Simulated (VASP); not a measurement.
Runs of VASP 6.6.1 on SbMo. The structure is that of space group F-43m (No. 216), or close to it. The cells are those of the table. 

| level | cell | gap on the mesh (eV) | pressure (GPa) |
| --- | --- | --- | --- |
| PBE | a = 4.331 Å, angles 60.0°, 2 atoms | none | 0.0 |
| PBE | a = 4.388 Å, angles 60.0°, 2 atoms | none | -2.8 |
| PBE | a = 4.430 Å, angles 60.0°, 2 atoms | none | -4.6 |
| PBE | a = 4.360 Å, angles 60.0°, 2 atoms | none | (a) |
| r2SCAN | a = 4.331 Å, angles 60.0°, 2 atoms | none | (b) |
| PBE | a = 4.273 Å, angles 60.0°, 2 atoms | none | 3.5 |
| PBEsol | a = 4.331 Å, angles 60.0°, 2 atoms | none | -3.1 |

Alike in all rows: task single point; potentials or basis VASP PAW PBE potentials, release 64 (Mo_sv, Sb); no spin polarisation; k mesh 10 × 10 × 10; cutoff (eV) 520; smearing gaussian 0.05 eV.

**Question.** Estimate the missing entries.

**Answer.** (a) -1.5; (b) -1.2.

Caveats: spin-orbit coupling is left out, which moves the levels of the heavy elements; the PAW data sets were made with another functional, which shifts forces and pressure a little (some runs).

A k mesh can miss the band edges, and the runs leave out spin-orbit coupling on Mo, Sb.

A gap of «none» marks levels without a gap at the run's occupations.
